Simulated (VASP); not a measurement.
HfO2, 3 atoms in the cell. The structure is cubic, space group Fm-3m (No. 225). Conventional cell: a = 5.058 Å, b = 5.058 Å, c = 5.058 Å, α = 90.00°, β = 90.00°, γ = 90.00°. Within 2.9 Å of Hf (site symmetry m-3m) lie 8 O at 2.19 Å. O (site symmetry -43m) has 4 Hf at 2.19 Å and 6 O at 2.53 Å within 2.9 Å. 

| Quantity | Value |
| --- | --- |
| Program | VASP 6.6.1 |
| Task | single point |
| Functional | PBE |
| Potentials or basis | VASP PAW PBE potentials, release 64 (Hf_pv, O) |
| Cutoff | 520 eV |
| k mesh | 6 × 6 × 6 |
| Occupations | gaussian, width 0.01 eV |
| Spin | no spin polarisation |
| Dipole correction | no |
| Further INCAR settings | ALGO = Normal; EDIFF = 1e-07; NBANDS = 18 |

Potentials or basis: VASP PAW PBE potentials, release 64 (Hf_pv, O).

Command:

```sh
$ cat potpaw_PBE.64/Hf_pv/POTCAR potpaw_PBE.64/O/POTCAR > POTCAR
$ mpirun -np 1 vasp_std > vasp.out
```

Hardware: 1 thread of Intel(R) Xeon(R) Platinum 8559C (Emerald Rapids), on a shared host.

Estimate the wall time of this run.

It took 7.1 s on 1 thread of Intel(R) Xeon(R) Platinum 8559C (Emerald Rapids) (shared host), peak memory 0.15 GiB. Counts: scf iterations 15, k points 16.
